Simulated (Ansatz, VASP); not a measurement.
Two plane-wave programs on Tl

```
Tl
1.0
     3.54937    0.00000    0.00000
    -1.77468    3.07384    0.00000
     0.00000    0.00000    5.66112
Tl
2
Cartesian
  0.0000 2.0492 1.4153
  1.7747 1.0246 4.2458
```

Alike in both runs: task single point; functional PBEsol; k mesh 17 × 17 × 10; occupations fermi-dirac, width 0.1 eV; no spin polarisation.

|  | VASP | Ansatz |
| --- | --- | --- |
| version | VASP 6.6.1 | Ansatz 0.2.0 |
| potentials or method | VASP PAW PBE potentials, release 64 (Tl_d), cutoff 520 eV | plane waves (420 eV) with PAW, scalar-relativistic |
| valence electrons in the cell | 26 | 26 |

VASP gave:

```
pressure (GPa)                                                : -2.3
traceless stress, the component that is largest in VASP (GPa) : -0.31
```

Question: Which values does Ansatz return?

Answer: Pressure (GPa): -2.3; traceless stress, the component that is largest in VASP (GPa): -0.30.

VASP's potentials were made for PBE, not for PBEsol, and Ansatz warns of the same on its side.

Neither program's run includes spin-orbit coupling.
